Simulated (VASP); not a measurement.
# CuAu (P4/mmm) in VASP: settings compared, part 2 of 3

VASP 6.6.1.

## 4. Single point, PBE

Input file INCAR:

```
SYSTEM = CuAu
PREC = Accurate
ENCUT = 520
EDIFF = 1E-7
ISMEAR = 0
SIGMA = 0.1
LREAL = .False.
LASPH = .True.
NELM = 60
ALGO = Fast
ISIF = 2
LWAVE = .False.
LCHARG = .False.
GGA = PE
NELECT = 24.0
ISYM = 0
NBANDS = 18
```

Input file KPOINTS:

```
Automatic mesh
0
Gamma
  4 2 5
  0 0 0
```

Input file POSCAR:

```
CuAu
1.0
    2.8000000000      0.0000000000      0.0000000000
    0.0000000000      2.8000000000      0.0000000000
    0.0000000000      0.0000000000      3.6700000000
Cu Au
1 1
Direct
    0.5000000000      0.5000000000      0.5000000000
    0.0000000000      0.0000000000      0.0000000000
```

Potentials or basis: VASP PAW PBE potentials, release 64 (Cu, Au).

Run with:

```
cat potpaw_PBE.64/Cu/POTCAR potpaw_PBE.64/Au/POTCAR > POTCAR
mpirun -np 1 vasp_std > vasp.out
```

OUTCAR:

```text
SYSTEM = CuAu
   PREC = Accurate
   ENCUT = 520
   EDIFF = 1E-7
   ISMEAR = 0
   LREAL = .False.
   LASPH = .True.
   NELM = 60
   ISIF = 2
   GGA = PE
   NELECT = 24.0
   ISYM = 0

 ion  position               nearest neighbor table
   1  0.500  0.500  0.500-   2 2.70   2 2.70   2 2.70   2 2.70   2 2.70   2 2.70   2 2.70   2 2.70

   2  0.000  0.000  0.000-   1 2.70   1 2.70   1 2.70   1 2.70   1 2.70   1 2.70   1 2.70   1 2.70

IMPORTANT INFORMATION: All symmetrisations will be switched off!
NOSYMM: (Re-)initialisation of all symmetry stuff for point group C_1.

----------------------------------------------------------------------------------------

                                     Primitive cell

  volume of cell :      28.7728

  direct lattice vectors                    reciprocal lattice vectors
     2.800000000  0.000000000  0.000000000     0.357142857  0.000000000  0.000000000
     0.000000000  2.800000000  0.000000000     0.000000000  0.357142857  0.000000000
     0.000000000  0.000000000  3.670000000     0.000000000  0.000000000  0.272479564

  length of vectors
     2.800000000  2.800000000  3.670000000     0.357142857  0.357142857  0.272479564

  position of ions in fractional coordinates (direct lattice)
     0.500000000  0.500000000  0.500000000
     0.000000000  0.000000000  0.000000000

  ion indices of the primitive-cell ions
   primitive index   ion index
                 1           1
                 2           2

----------------------------------------------------------------------------------------

 KPOINTS: Automatic mesh

Automatic generation of k-mesh.
 Grid dimensions read from file:
 generate k-points for:    4    2    5

 Generating k-lattice:

  Cartesian coordinates                     Fractional coordinates (reciprocal lattice)
     0.089285714  0.000000000  0.000000000     0.250000000  0.000000000  0.000000000
[... 94 lines left out ...]
   EFERMI_NEDOS =   21; number of points for ismear=-14 and -15
   IALGO  =     68    algorithm
   IMIX   =      4    mixing-type and parameters
     AMIX     =   0.40;   BMIX     =  1.00
     AMIX_MAG =   1.60;   BMIX_MAG =  1.00
  volume/ion in A,a.u.               =      14.39        97.08
  Fermi-wavevector in a.u.,A,eV,Ry     =   1.541054  2.912170 32.311763  2.374848
  Thomas-Fermi vector in A             =   2.647054
   LORBIT       =      0    0 simple, 1 ext, 2 COOP (PROOUT), +10 PAW based schemes
   GGA     = PE    functional components
   LHFCALC =     F    Hartree Fock is set to
   AEXX    =    0.0000 exact exchange contribution
   IVDW    =     0    specifies the selected vdW correction
   LEPSILON=     F    determine dielectric tensor
   LRPA    =     F    only Hartree local field effects (RPA)
 non-spin polarized calculation
 RMM-DIIS sequential band-by-band and
 Gauss-broadening in eV      SIGMA  =   0.10
  energy-cutoff  :      520.00
  volume of cell :       28.77
 maximum number of plane-waves:       792
 NGX is ok and might be reduce to    24
   NGX = 11   NGY = 11   NGZ = 13

 number of electron      24.0000009 magnetization

 Free energy of the ion-electron system (eV)
  ---------------------------------------------------
  ext. energy  EPLUGINS =         0.00000000
  ---------------------------------------------------
  free energy    TOTEN  =        14.57080024 eV

  energy without entropy =       14.57644313  energy(sigma->0) =       14.57362168

 E-fermi :  12.5994     XC(G=0): -13.4309

 val. band max:       12.0884646394   @ k =   0.0000   0.5000   0.4000
 cond. band min:      12.5994397411   @ k =   0.2500   0.5000   0.4000
 fundamental gap:      0.5109751018
 Fermi energy:        12.5994371586

 k-point     1 :       0.0000    0.0000    0.0000
  band No.  band energies     occupation
      1      -1.6219      2.00000
      2       2.1885      2.00000
      3       2.2922      2.00000
      4       4.9672      2.00000
      5       5.0171      2.00000
      6       6.1761      2.00000
[... 439 lines left out ...]
      5       4.8778      2.00000
      6       6.1199      2.00000
[... 10 lines left out ...]
     17      22.0739      0.00000
     18      23.1188      0.00000

------------------------ aborting loop because EDIFF is reached ----------------------------------------

  FORCE on cell =-STRESS in cart. coord.  units (eV):
  Direction    XX          YY          ZZ          XY          YZ          ZX
  --------------------------------------------------------------------------------------
  -------------------------------------------------------------------------------------
  Total       32.4449190     41.6034050     32.9457105      0.0000050      0.0000307     -0.0000031
  in kB     1806.6546792   2316.6335013   1834.5406266      0.0002777      0.0017115     -0.0001736
  external PRESSURE =    1985.9429357 kB  Pullay stress =       0.0000000 kB

 VOLUME and BASIS-vectors are now :
 -----------------------------------------------------------------------------
  energy-cutoff  :      520.00
  volume of cell :       28.77
      direct lattice vectors                 reciprocal lattice vectors
     2.800000000  0.000000000  0.000000000     0.357142857  0.000000000  0.000000000
     0.000000000  2.800000000  0.000000000     0.000000000  0.357142857  0.000000000
     0.000000000  0.000000000  3.670000000     0.000000000  0.000000000  0.272479564

 POSITION                                       TOTAL-FORCE (eV/Angst)
 -----------------------------------------------------------------------------------
      1.40000      1.40000      1.83500        -0.000000     -0.000003     -0.000000
      0.00000      0.00000      0.00000         0.000000      0.000003      0.000000
 -----------------------------------------------------------------------------------
    total drift:                               -0.000007      0.000010     -0.000002

  FREE ENERGIE OF THE ION-ELECTRON SYSTEM (eV)
  ---------------------------------------------------
  free  energy   TOTEN  =        14.5708002374 eV

  energy  without entropy=       14.5764431302  energy(sigma->0) =       14.57362168
```

OSZICAR:

```text
N       E                     dE             d eps       ncg     rms          rms(c)
DAV:   1     0.171266942266E+03    0.17127E+03   -0.12129E+04   866   0.195E+03
DAV:   2     0.215334426824E+02   -0.14973E+03   -0.14181E+03   800   0.336E+02
DAV:   3     0.153616277508E+02   -0.61718E+01   -0.61012E+01   900   0.779E+01
DAV:   4     0.152679326923E+02   -0.93695E-01   -0.93641E-01   978   0.794E+00
DAV:   5     0.152656483742E+02   -0.22843E-02   -0.22842E-02  1004   0.130E+00    0.191E+01
RMM:   6     0.143607496579E+02   -0.90490E+00   -0.14361E-01   844   0.468E+00    0.113E+01
RMM:   7     0.145301178803E+02    0.16937E+00   -0.46765E-01   968   0.746E+00    0.150E+00
RMM:   8     0.145616865581E+02    0.31569E-01   -0.47721E-02   939   0.338E+00    0.104E+00
RMM:   9     0.145651198591E+02    0.34333E-02   -0.23646E-02   932   0.170E+00    0.634E-01
RMM:  10     0.145694197432E+02    0.42999E-02   -0.50884E-02  1034   0.310E+00    0.275E-01
RMM:  11     0.145708064058E+02    0.13867E-02   -0.24063E-03   951   0.587E-01    0.639E-02
RMM:  12     0.145707522704E+02   -0.54135E-04   -0.10257E-03   989   0.281E-01    0.901E-02
RMM:  13     0.145708032138E+02    0.50943E-04   -0.23510E-04   977   0.245E-01    0.157E-02
RMM:  14     0.145708011790E+02   -0.20348E-05   -0.52146E-05  1037   0.595E-02    0.896E-03
RMM:  15     0.145708004042E+02   -0.77483E-06   -0.75681E-06  1088   0.244E-02    0.991E-03
RMM:  16     0.145708001376E+02   -0.26663E-06   -0.20697E-06   987   0.131E-02    0.146E-02
RMM:  17     0.145708003359E+02    0.19829E-06   -0.13986E-06   922   0.172E-02    0.711E-03
RMM:  18     0.145708002374E+02   -0.98427E-07   -0.20638E-07   642   0.569E-03
   1 F= 0.14570800E+02 E0= 0.14573622E+02  d E =-.564289E-02
```

Run time: 12 s. Hardware: 1 thread of Intel Xeon Platinum 8488C (Sapphire Rapids), shared host; peak memory 0.14 GiB.

Results:

- Free energy: 14.5708 eV

Levels at points of the mesh, in eV from the Fermi level:
| k point | band 8 | band 9 | band 10 | band 11 | band 12 | band 13 | band 14 | band 15 | band 16 | band 17 |
| --- | --- | --- | --- | --- | --- | --- | --- | --- | --- | --- |
| (0.00, 0.00, 0.00) | -5.50 | -4.97 | -4.75 | -4.71 | -2.26 | 4.24 | 5.74 | 5.75 | 12.70 | 12.71 |
| (0.50, 0.00, 0.00) | -6.49 | -5.78 | -5.52 | -4.31 | -3.71 | 5.22 | 5.56 | 7.34 | 7.36 | 11.74 |
| (0.00, 0.50, 0.00) | -6.51 | -5.78 | -5.53 | -4.29 | -3.62 | 5.25 | 5.54 | 7.33 | 7.39 | 11.81 |
| (0.50, 0.50, 0.00) | -4.89 | -4.62 | -4.62 | -3.74 | -3.70 | 1.50 | 3.01 | 5.71 | 7.31 | 7.39 |

Caveat: the k points lie up to 1.12 Å⁻¹ apart; the cell carries a net charge on a neutralising background, which shifts energy and pressure; the cell is charged against a uniform background, so pressure and absolute levels hang on convention; spin-orbit coupling is left out, which moves the levels of the heavy elements.

## 5. Single point, revPBE

This run uses another cell than the first one, of 10.70 Å³/atom, 0.744 times its volume.

Input file INCAR:

```
SYSTEM = CuAu
ALGO = Fast
EDIFF = 1E-7
ENCUT = 520
GGA = RE
ISIF = 2
ISMEAR = 0
LASPH = .True.
LCHARG = .False.
LREAL = .False.
LWAVE = .False.
NBANDS = 18
NELM = 60
PREC = Accurate
SIGMA = 0.1
```

Input file KPOINTS:

```
k-points
0
Gamma
  6 6 4
  0 0 0
```

Input file POSCAR:

```
CuAu
1.0
    2.5371667418      0.0000000000      0.0000000000
    0.0000000000      2.5371667418      0.0000000000
    0.0000000000      0.0000000000      3.3255006937
Cu Au
1 1
Direct
    0.5000000000      0.5000000000      0.5000000000
    0.0000000000      0.0000000000      0.0000000000
```

Potentials or basis: VASP PAW PBE potentials, release 64 (Cu, Au).

Run with:

```
cat potpaw_PBE.64/Cu/POTCAR potpaw_PBE.64/Au/POTCAR > POTCAR
mpirun -np 1 vasp_std > vasp.out
```

OUTCAR:

```text
SYSTEM = CuAu
   EDIFF = 1E-7
   ENCUT = 520
   GGA = RE
   ISIF = 2
   ISMEAR = 0
   LASPH = .True.
   LREAL = .False.
   NELM = 60
   PREC = Accurate

 ion  position               nearest neighbor table
   1  0.500  0.500  0.500-   2 2.45   2 2.45   2 2.45   2 2.45   2 2.45   2 2.45   2 2.45   2 2.45

   2  0.000  0.000  0.000-   1 2.45   1 2.45   1 2.45   1 2.45   1 2.45   1 2.45   1 2.45   1 2.45

  LATTYP: Found a simple tetragonal cell.
 ALAT       =     2.5371667418
 C/A-ratio  =     1.3107142857

  Lattice vectors:

 A1 = (   2.5371667418,   0.0000000000,   0.0000000000)
[... 676 lines left out ...]
      6      10.3055      2.00000
[... 10 lines left out ...]
     17      33.0510      0.00000
     18      35.4805      0.00000

 [... further k-points ...]
[... 5 lines left out ...]
  --------------------------------------------------------------------------------------
  -------------------------------------------------------------------------------------
  Total       17.0018917     17.0018917     15.2513287      0.0000000     -0.0000000      0.0000000
  in kB     1272.4852717   1272.4852717   1141.4665789      0.0000000     -0.0000000      0.0000000
  external PRESSURE =    1228.8123741 kB  Pullay stress =       0.0000000 kB

 VOLUME and BASIS-vectors are now :
 -----------------------------------------------------------------------------
  energy-cutoff  :      520.00
  volume of cell :       21.41
      direct lattice vectors                 reciprocal lattice vectors
     2.537166742  0.000000000  0.000000000     0.394140434  0.000000000  0.000000000
     0.000000000  2.537166742  0.000000000     0.000000000  0.394140434  0.000000000
     0.000000000  0.000000000  3.325500694     0.000000000  0.000000000  0.300706598

 POSITION                                       TOTAL-FORCE (eV/Angst)
 -----------------------------------------------------------------------------------
      1.26858      1.26858      1.66275         0.000000      0.000000      0.000000
      0.00000      0.00000      0.00000         0.000000      0.000000      0.000000
 -----------------------------------------------------------------------------------
    total drift:                               -0.000000      0.000000      0.000000

  FREE ENERGIE OF THE ION-ELECTRON SYSTEM (eV)
  ---------------------------------------------------
  free  energy   TOTEN  =        -3.7114142282 eV

  energy  without entropy=       -3.7073350513  energy(sigma->0) =       -3.70937464
```

OSZICAR:

```text
N       E                     dE             d eps       ncg     rms          rms(c)
DAV:   1     0.127567026475E+03    0.12757E+03   -0.11141E+04  1234   0.190E+03
DAV:   2     0.105930889395E+00   -0.12746E+03   -0.12060E+03  1086   0.314E+02
[... 10 lines left out ...]
RMM:  13    -0.371145436149E+01   -0.50281E-04   -0.20468E-04  1370   0.195E-01    0.581E-02
RMM:  14    -0.371141123597E+01    0.43126E-04   -0.12357E-04  1363   0.142E-01    0.316E-02
RMM:  15    -0.371141391247E+01   -0.26765E-05   -0.26572E-05  1524   0.385E-02    0.269E-02
RMM:  16    -0.371141397413E+01   -0.61659E-07   -0.21754E-06  1371   0.123E-02    0.249E-02
RMM:  17    -0.371141381786E+01    0.15627E-06   -0.64841E-07  1135   0.114E-02    0.106E-02
RMM:  18    -0.371141424079E+01   -0.42293E-06   -0.54617E-07  1116   0.669E-03    0.282E-03
RMM:  19    -0.371141422822E+01    0.12573E-07   -0.60930E-08   658   0.300E-03
   1 F= -.37114142E+01 E0= -.37093746E+01  d E =-.407918E-02
```

stdout:

```text
POSCAR found type information on POSCAR CuAu
 POSCAR found :  2 types and       2 ions
 scaLAPACK will be used
 -----------------------------------------------------------------------------
|                                                                             |
|                                                                             |
|     You enforced a specific xc type in the INCAR file but a different       |
|     I HOPE YOU KNOW WHAT YOU ARE DOING!                                     |
|                                                                             |
 -----------------------------------------------------------------------------

 LDA part: xc-table for (Slater+PW92), standard interpolation
 POSCAR, INCAR and KPOINTS ok, starting setup
 FFT: planning ... GRIDC
 FFT: planning ... GRID_SOFT
 FFT: planning ... GRID
 WAVECAR not read
 entering main loop
WARNING in EDDRMM: call to ZHEGV failed, returncode =   6  3     17
WARNING in EDDRMM: call to ZHEGV failed, returncode =   8  4     16
 num prob RMM:  19    -0.371141422822E+01    0.12573E-07   -0.60930E-08   658   0.300E-03
```

Wall time 19 s (1 thread of Intel Xeon Platinum 8488C (Sapphire Rapids), shared host); peak memory 0.14 GiB.

What came out:

| Property | Result |
| --- | --- |
| Free energy | -3.7114 eV |
| Pressure | 122.9 GPa |
| Band gap on the k mesh | zero (band 11 reaches 20.85 eV, above the bottom of band 12 at 11.50 eV) |

Stress tensor (GPa, compression positive):
```
127.25   0.00   0.00
  0.00 127.25   0.00
  0.00   0.00 114.15
```

Levels at points of the mesh, in eV from the Fermi level:
```tsv
k point	band 7	band 8	band 9	band 10	band 11	band 12	band 13	band 14	band 15	band 16
(0.00, 0.00, 0.00)	-4.00	-3.02	-2.19	-1.81	-1.81	1.59	11.18	11.18	11.18	17.43
(0.50, 0.00, 0.00)	-4.64	-4.29	-3.61	-3.28	-1.19	0.47	10.46	11.29	14.40	14.57
(0.50, 0.50, 0.00)	-2.11	-1.68	-1.68	-1.56	-0.24	-0.24	7.56	9.77	10.70	12.78
(0.00, 0.00, 0.50)	-4.98	-3.57	-3.48	-3.48	-3.39	-2.88	15.32	15.94	16.86	16.86
(0.50, 0.00, 0.50)	-2.56	-2.44	-2.41	-2.22	-2.10	-1.91	4.43	6.50	16.04	16.50
(0.50, 0.50, 0.50)	-4.13	-3.23	-2.30	-1.55	6.47	6.47	6.52	7.81	8.55	8.55
```

Caveat: the k points lie up to 0.47 Å⁻¹ apart; the PAW data sets were made with another functional, which shifts forces and pressure a little; spin-orbit coupling is left out, which moves the levels of the heavy elements.

[end of part 2 of 3]
